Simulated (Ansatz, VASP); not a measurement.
**Zr2N in VASP and in Ansatz**

Contents of POSCAR:

```
Zr2N
1.0
    5.4130027300      0.0000000000      0.0000000000
    0.0000000000      5.4130027300      0.0000000000
    0.0000000000      0.0000000000      3.3077891900
Zr N
4 2
Direct
    0.2961254600      0.2961254600      0.0000000000
    0.7038745400      0.7038745400      0.0000000000
    0.7961254600      0.2038745400      0.5000000000
    0.2038745400      0.7961254600      0.5000000000
    0.0000000000      0.0000000000      0.0000000000
    0.5000000000      0.5000000000      0.5000000000
```

INCAR.step1

```
PREC     = Accurate       # precision mode
ENCUT    = 520            # plane-wave cutoff, eV
ISMEAR   = -1             # smearing method
SIGMA    = 0.2            # smearing width, eV
LREAL    = False          # projectors in reciprocal space
LASPH    = True           # aspherical terms in the spheres
NELM     = 100            # most SCF steps
NBANDS   = 38             # bands
GGA      = PE             # functional
ALGO     = Normal         # electronic algorithm
EDIFF    = 1E-4           # SCF threshold, eV
LWAVE    = True           # write WAVECAR
LCHARG   = False          # write CHGCAR
```

Contents of INCAR.step2:

```
PREC     = Accurate       # precision mode
ENCUT    = 520            # plane-wave cutoff, eV
EDIFF    = 1E-6           # SCF threshold, eV
ISMEAR   = -1             # smearing method
SIGMA    = 0.2            # smearing width, eV
LREAL    = False          # projectors in reciprocal space
LASPH    = True           # aspherical terms in the spheres
NELM     = 100            # most SCF steps
ALGO     = Normal         # electronic algorithm
ISIF     = 2              # what is computed and relaxed
LWAVE    = False          # write WAVECAR
LCHARG   = True           # write CHGCAR
METAGGA  = R2SCAN         # meta-GGA
LMIXTAU  = True         
LELF     = True           # ELF
LVHAR    = True         
NBANDS   = 38             # bands
ISTART   = 1
```

The input KPOINTS:

```
Automatic mesh
0
Gamma
  8 8 10
```

Input for Ansatz:

```yaml
crystal:
  lattice:
    - [5.41300273, 0.0, 0.0]
    - [0.0, 5.41300273, 0.0]
    - [0.0, 0.0, 3.30778919]
  atoms:
    - { symbol: Zr, position: [0.29612546, 0.29612546, 0.0] }
    - { symbol: Zr, position: [0.70387454, 0.70387454, 0.0] }
    - { symbol: Zr, position: [0.79612546, 0.20387454, 0.5] }
    - { symbol: Zr, position: [0.20387454, 0.79612546, 0.5] }
    - { symbol: "N", position: [0.0, 0.0, 0.0] }
    - { symbol: "N", position: [0.5, 0.5, 0.5] }
basis:
  ecutwfc: 500
kpoints:
  mp_grid: { grid: [8, 8, 10] }
hamiltonian:
  xc: r2scan
scf:
  occupations: { method: fermi_dirac, width: 0.2 }
output:
  forces: true
  stress: true
  eigenvalues: true
```

Alike in both runs: task single point; functional r2SCAN; k mesh 8 × 8 × 10; occupations fermi-dirac, width 0.2 eV; no spin polarisation.

```csv
,VASP,Ansatz
version,VASP 6.6.1,Ansatz 0.2.0
potentials or method,"VASP PAW PBE potentials, release 64 (Zr_sv, N), cutoff 520 eV","scalar-relativistic, plane waves, PAW"
valence electrons in the cell,58,58
```

```csv
,VASP,Ansatz,Ansatz less VASP
gap on the k mesh at the Fermi level (eV),none,none,-
pressure (GPa),0.1,-0.1,-0.14
"traceless stress, the component that is largest in VASP (GPa)",-0.15,-0.17,-0.015
rms of the force components (eV/Å),0.007,0.005,-0.0021
```

VASP's potentials were made for PBE, not for r2SCAN. Atom by atom the forces differ by 0.002 eV/Å (rms over components). A gap of «none» marks a metal or a gap that the smearing closes.
